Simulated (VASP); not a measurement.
Set up this calculation in VASP 6.6.1, as the native input.

```
Task                   : single point
Functional             : PBE
Potentials or basis    : VASP PAW PBE potentials, release 64 (Ba_sv, F, Zn, Sb)
Cutoff                 : 520 eV
k mesh                 : 6 × 6 × 3
Occupations            : methfessel-paxton, width 0.0849 eV
Spin                   : no spin polarisation
Dipole correction      : no
Further INCAR settings : ALGO = Normal; EDIFF = 1e-06; NBANDS = 44
```

The structure of BaZnSbF lies in POSCAR:

```
BaZnSbF
1.0
    4.4218540000      0.0000000000      0.0000000000
    0.0000000000      4.4218540000      0.0000000000
    0.0000000000      0.0000000000      9.7425660000
Ba F Zn Sb
2 2 2 2
Direct
    0.7500000000      0.7500000000      0.3507900000
    0.2500000000      0.2500000000      0.6492100000
    0.2500000000      0.7500000000      0.5000000000
    0.7500000000      0.2500000000      0.5000000000
    0.2500000000      0.7500000000      0.0000000000
    0.7500000000      0.2500000000      0.0000000000
    0.2500000000      0.2500000000      0.1660400000
    0.7500000000      0.7500000000      0.8339600000
```

These files were run (other wordings do the same):

INCAR

```
SYSTEM = BaZnSbF
PREC = Accurate
ENCUT = 520
EDIFF = 1E-6
ISMEAR = 1
SIGMA = 0.0849
LREAL = .False.
LASPH = .True.
NELM = 100
ALGO = Normal
ISIF = 2
LWAVE = .False.
LCHARG = .False.
GGA = PE
NBANDS = 44
```

KPOINTS

```
Automatic mesh
0
Gamma
  6 6 3
  0 0 0
```

Potentials or basis: VASP PAW PBE potentials, release 64 (Ba_sv, F, Zn, Sb).

The run is started by

```console
$ cat potpaw_PBE.64/Ba_sv/POTCAR potpaw_PBE.64/F/POTCAR potpaw_PBE.64/Zn/POTCAR potpaw_PBE.64/Sb/POTCAR > POTCAR
$ mpirun -np 1 vasp_std > vasp.out
```

Results of the run:

```yaml
Pressure: 2.7 GPa
Largest_force: 0.298 eV/Å
Band_gap_on_the_k_mesh: zero (bands 34 and 35 overlap by 0.01 eV)
```

Caveat: spin-orbit coupling is left out, which moves the levels of the heavy elements.

Wall time 89 s on 1 thread of Intel(R) Xeon(R) 6975P-C (Granite Rapids), on a shared host, peak memory 0.39 GiB.
